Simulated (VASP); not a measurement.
BaS: single point with HSE06

BaS:

```
Ba S
1.0
     3.83376    0.00000    0.00000
     0.00000    3.83376    0.00000
     0.00000    0.00000    3.83376
Ba S
1 1
Cartesian
  0.0000 0.0000 0.0000
  1.9169 1.9169 1.9169
```

```
Program             : VASP 6.6.1
Task                : single point
Functional          : HSE06
Potentials or basis : VASP PAW PBE potentials, release 64 (Ba_sv, S)
Cutoff              : 520 eV
k mesh              : 4 × 4 × 4
Occupations         : gaussian, width 0.01 eV
Spin                : no spin polarisation
```

* Pressure: 0.5 GPa
* Band gap on the k mesh: 2.34 eV (least direct gap 2.46 eV)

Levels at points of the mesh, in eV from the valence-band top:
```
           k point  band 5  band 6  band 7  band 8  band 9  band 10  band 11  band 12
(0.00, 0.00, 0.00)  -12.22   -0.13   -0.13   -0.13    2.34     2.34     4.87     7.74
(0.50, 0.00, 0.00)  -10.73   -3.16   -0.77   -0.77    3.49     7.29     7.47     8.27
(0.50, 0.50, 0.00)  -11.75   -1.52   -1.52    0.00    3.14     4.33     5.35     5.35
(0.50, 0.50, 0.50)  -11.32   -3.02   -3.02   -3.02    8.63     8.63     8.63     8.86
```

Wall time 6.2 min on 1 thread of Intel(R) Xeon(R) Platinum 8259CL CPU @ 2.50GHz (Skylake/Cascade Lake), with other jobs on the host, peak memory 0.28 GiB.

Caveat: the structure was generated, so it needn't be the stable form of BaS; the PAW data sets were made with another functional, which shifts forces and pressure a little; spin-orbit coupling is left out, which moves the levels of the heavy elements. A k mesh can miss the band edges.
